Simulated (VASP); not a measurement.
# LiF (P6_3mc) in VASP: a series of runs, part 2 of 2

VASP 6.6.1.

### 3 Single point, PBE (volume 9.955 Å^3 an atom, c/a of the conventional cell 1.7691)

INCAR reads:

```
SYSTEM = LiF
PREC = Accurate
ENCUT = 520
EDIFF = 1E-6
ISMEAR = 0
SIGMA = 0.05
LREAL = .FALSE.
LASPH = .TRUE.
NELM = 80
ALGO = Normal
ISIF = 2
LWAVE = .FALSE.
LCHARG = .FALSE.
GGA = PE
NBANDS = 18
```

KPOINTS reads:

```
regular mesh
0
G
  9 9 6
  0 0 0
```

POSCAR reads:

```
LiF
1.0
    2.9621434083      0.0000000000      0.0000000000
   -1.4810717041      2.5652914413      0.0000000000
    0.0000000000      0.0000000000      5.2403279037
Li F
2 2
Direct
    0.3333333333      0.6666666667      0.3810713234
    0.6666666667      0.3333333333      0.8810713234
    0.3333333333      0.6666666667      0.9939266766
    0.6666666667      0.3333333333      0.4939266766
```

Potentials or basis: VASP PAW PBE potentials, release 64 (Li_sv, F).

On the command line:

```bash
> cat potpaw_PBE.64/Li_sv/POTCAR potpaw_PBE.64/F/POTCAR > POTCAR
> mpirun -np 1 vasp_std > vasp.out
```

OUTCAR:

```text
SYSTEM = LiF
   PREC = Accurate
   ENCUT = 520
   EDIFF = 1E-6
   ISMEAR = 0
   LREAL = .FALSE.
   LASPH = .TRUE.
   NELM = 80
   ISIF = 2
   GGA = PE

 ion  position               nearest neighbor table
   1  0.333  0.667  0.381-   4 1.81   4 1.81   4 1.81   3 2.03
   2  0.667  0.333  0.881-   3 1.81   3 1.81   3 1.81   4 2.03
   3  0.333  0.667  0.994-   2 1.81   2 1.81   2 1.81   1 2.03
   4  0.667  0.333  0.494-   1 1.81   1 1.81   1 1.81   2 2.03

  LATTYP: Found a hexagonal cell.
 ALAT       =     2.9621434083
 C/A-ratio  =     1.7691000000

  Lattice vectors:

 A1 = (   2.9621434083,   0.0000000000,   0.0000000000)
 A2 = (  -1.4810717041,   2.5652914413,   0.0000000000)
 A3 = (   0.0000000000,   0.0000000000,   5.2403279037)

Analysis of symmetry for initial positions (statically):
=====================================================================
 Subroutine PRICEL returns:
 Original cell was already a primitive cell.

 Routine SETGRP: Setting up the symmetry group for a
 hexagonal supercell.

 Subroutine GETGRP returns: Found 12 space group operations
 (whereof  6 operations were pure point group operations)
 out of a pool of 24 trial point group operations.

The static configuration has the point symmetry C_3v.
 The point group associated with its full space group is C_6v.

Analysis of symmetry for dynamics (positions and initial velocities):
=====================================================================
 Subroutine PRICEL returns:
 Original cell was already a primitive cell.

 Routine SETGRP: Setting up the symmetry group for a
 hexagonal supercell.

 Subroutine GETGRP returns: Found 12 space group operations
 (whereof  6 operations were pure point group operations)
 out of a pool of 24 trial point group operations.

The dynamic configuration has the point symmetry C_3v.
 The point group associated with its full space group is C_6v.

[... 116 lines left out ...]
   EFERMI =   0.00;   METHOD = LEGACY
   ISMEAR =     0;   SIGMA  =   0.05  broadening in eV -4-tet -1-fermi 0-gaus
   EFERMI_NEDOS =   21; number of points for ismear=-14 and -15
   IALGO  =     38    algorithm
   IMIX   =      4    mixing-type and parameters
     AMIX     =   0.40;   BMIX     =  1.00
     AMIX_MAG =   1.60;   BMIX_MAG =  1.00
  volume/ion in A,a.u.               =       9.95        67.18
  Fermi-wavevector in a.u.,A,eV,Ry     =   1.301321  2.459140 23.040597  1.693436
  Thomas-Fermi vector in A             =   2.432462
   LORBIT       =      0    0 simple, 1 ext, 2 COOP (PROOUT), +10 PAW based schemes
   GGA     = PE    functional components
   LHFCALC =     F    Hartree Fock is set to
   AEXX    =    0.0000 exact exchange contribution
   IVDW    =     0    specifies the selected vdW correction
   LEPSILON=     F    determine dielectric tensor
   LRPA    =     F    only Hartree local field effects (RPA)
 non-spin polarized calculation
 Gauss-broadening in eV      SIGMA  =   0.05
  energy-cutoff  :      520.00
  volume of cell :       39.82
 maximum number of plane-waves:      1100
 NGX is ok and might be reduce to    24
   NGX = 11   NGY = 11   NGZ = 19

 number of electron      20.0000023 magnetization

 Free energy of the ion-electron system (eV)
  ---------------------------------------------------
  ext. energy  EPLUGINS =         0.00000000
  ---------------------------------------------------
  free energy    TOTEN  =       -19.17246897 eV

  energy without entropy =      -19.17246897  energy(sigma->0) =      -19.17246897

 E-fermi :  -2.3160     XC(G=0):  -8.8091

 val. band max:       -2.5618358732   @ k =   0.0000   0.0000   0.0000
 cond. band min:       5.2473130120   @ k =   0.0000   0.0000   0.0000
 fundamental gap:      7.8091488853
 Fermi energy:        -2.3160371824

 k-point     1 :       0.0000    0.0000    0.0000
  band No.  band energies     occupation
      1     -42.9117      2.00000
      2     -42.8859      2.00000
      3     -21.9173      2.00000
      4     -21.7583      2.00000
      5      -4.6045      2.00000
      6      -2.7448      2.00000
[... 481 lines left out ...]
      5      -4.4411      2.00000
      6      -3.8089      2.00000
[... 10 lines left out ...]
     17      15.9883      0.00000
     18      18.9724      0.00000

 [... further k-points ...]
[... 5 lines left out ...]
  --------------------------------------------------------------------------------------
  -------------------------------------------------------------------------------------
  Total        1.7883870      1.7883870     -0.9516157      0.0000000      0.0000000      0.0000000
  in kB       71.9566332     71.9566332    -38.2887256      0.0000000      0.0000000      0.0000000
  external PRESSURE =      35.2081802 kB  Pullay stress =       0.0000000 kB

 VOLUME and BASIS-vectors are now :
 -----------------------------------------------------------------------------
  energy-cutoff  :      520.00
  volume of cell :       39.82
      direct lattice vectors                 reciprocal lattice vectors
     2.962143408  0.000000000  0.000000000     0.337593378  0.194909628  0.000000000
    -1.481071704  2.565291441  0.000000000     0.000000000  0.389819256  0.000000000
     0.000000000  0.000000000  5.240327904     0.000000000  0.000000000  0.190827753

 POSITION                                       TOTAL-FORCE (eV/Angst)
 -----------------------------------------------------------------------------------
     -0.00000      1.71019      1.99694         0.000000      0.000000     -0.323554
      1.48107      0.85510      4.61710        -0.000000     -0.000000     -0.323554
     -0.00000      1.71019      5.20850        -0.000000     -0.000000      0.323554
      1.48107      0.85510      2.58834         0.000000      0.000000      0.323554
 -----------------------------------------------------------------------------------
    total drift:                                0.000001      0.000001      0.000706

  FREE ENERGIE OF THE ION-ELECTRON SYSTEM (eV)
  ---------------------------------------------------
  free  energy   TOTEN  =       -19.1724689715 eV

  energy  without entropy=      -19.1724689715  energy(sigma->0) =      -19.17246897
```

OSZICAR:

```text
N       E                     dE             d eps       ncg     rms          rms(c)
DAV:   1     0.124601309293E+03    0.12460E+03   -0.10773E+04  1728   0.120E+03
DAV:   2    -0.970796774088E+01   -0.13431E+03   -0.13136E+03  1954   0.303E+02
DAV:   3    -0.205434981002E+02   -0.10836E+02   -0.10776E+02  3226   0.639E+01
DAV:   4    -0.206436209933E+02   -0.10012E+00   -0.99871E-01  2202   0.769E+00
DAV:   5    -0.206452489254E+02   -0.16279E-02   -0.16277E-02  2396   0.724E-01    0.746E+00
DAV:   6    -0.191053610602E+02    0.15399E+01   -0.42144E+00  1820   0.155E+01    0.228E+00
DAV:   7    -0.191335185500E+02   -0.28157E-01   -0.14546E-01  1940   0.261E+00    0.152E+00
DAV:   8    -0.191729122811E+02   -0.39394E-01   -0.69159E-02  1950   0.252E+00    0.410E-01
DAV:   9    -0.191713544254E+02    0.15579E-02   -0.88926E-03  2430   0.770E-01    0.104E-01
DAV:  10    -0.191724672346E+02   -0.11128E-02   -0.15194E-03  1862   0.270E-01    0.408E-02
DAV:  11    -0.191724650813E+02    0.21534E-05   -0.48529E-05  2436   0.654E-02    0.824E-03
DAV:  12    -0.191724686779E+02   -0.35966E-05   -0.72154E-06  1860   0.218E-02    0.177E-03
DAV:  13    -0.191724689715E+02   -0.29368E-06   -0.22971E-07  2000   0.412E-03
   1 F= -.19172469E+02 E0= -.19172469E+02  d E =-.432965E-14
```

It used 84 s of CPU time on 1 thread of AMD EPYC 7R13 Processor (Zen 3), with other jobs on the host.

Results:

```
Free energy            : -19.1725 eV
Largest force          : 0.324 eV/Å
Band gap on the k mesh : 7.81 eV, direct
```

Forces on the atoms (eV/Å):
```
Li   0.000  0.000 -0.324
Li   0.000  0.000 -0.324
F    0.000  0.000  0.324
F    0.000  0.000  0.324
```

Caveat: the cutoff is under 1.25 times the usual one of these potentials, so pressure, stress and relaxed cells hold a basis-set (Pulay) error. A k mesh can miss the band edges.
